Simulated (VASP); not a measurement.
Write the native input for VASP 6.6.1 that does the following.

| Quantity | Value |
| --- | --- |
| Task | single point |
| Functional | PBEsol |
| Potentials or basis | VASP PAW PBE potentials, release 64 (Sn_d, Se) |
| Cutoff | 520 eV |
| k mesh | 12 × 12 × 6 |
| Occupations | gaussian, width 0.02 eV |
| Spin | no spin polarisation |
| Dipole correction | no |
| Further INCAR settings | ALGO = Normal; EDIFF = 1e-07; NBANDS = 20 |

The structure of SnSe2 lies in POSCAR:

```
SnSe2
1.0
    3.8174487349      0.0000000000      0.0000000000
   -1.9087243674      3.3060075820      0.0000000000
    0.0000000000      0.0000000000      6.1546758455
Sn Se
1 2
Direct
    0.0000000000      0.0000000000      0.0000000000
    0.6666666667      0.3333333333      0.7421700586
    0.3333333333      0.6666666667      0.2578299414
```

The input as run:

INCAR

```
PREC = Accurate ; ENCUT = 520
EDIFF = 1E-7 ; ISMEAR = 0
SIGMA = 0.02 ; LREAL = F
LASPH = T ; NELM = 60
ALGO = Normal ; ISIF = 2
LWAVE = F ; LCHARG = F
GGA = PS ; NBANDS = 20
```

KPOINTS

```
regular mesh
0
Gamma
  12 12 6
```

Potentials or basis: VASP PAW PBE potentials, release 64 (Sn_d, Se).

Command:

```sh
$ cat potpaw_PBE.64/Sn_d/POTCAR potpaw_PBE.64/Se/POTCAR > POTCAR
$ mpirun -np 1 vasp_std > vasp.out
```

Results of the run:

The pressure is 0.1 GPa. The largest force is 0.018 eV/Å. The band gap on the k mesh is 0.49 eV, indirect (least direct gap 0.99 eV).

Caveat: the PAW data sets were made with another functional, which shifts forces and pressure a little; spin-orbit coupling is left out, which moves the levels of the heavy elements; this functional lacks dispersion, which binds the layers, so the pressure and a relaxed spacing across them are unreliable.

Wall time 2.8 min on 1 thread of Intel Xeon 8259CL, on a shared host, peak memory 0.29 GiB.
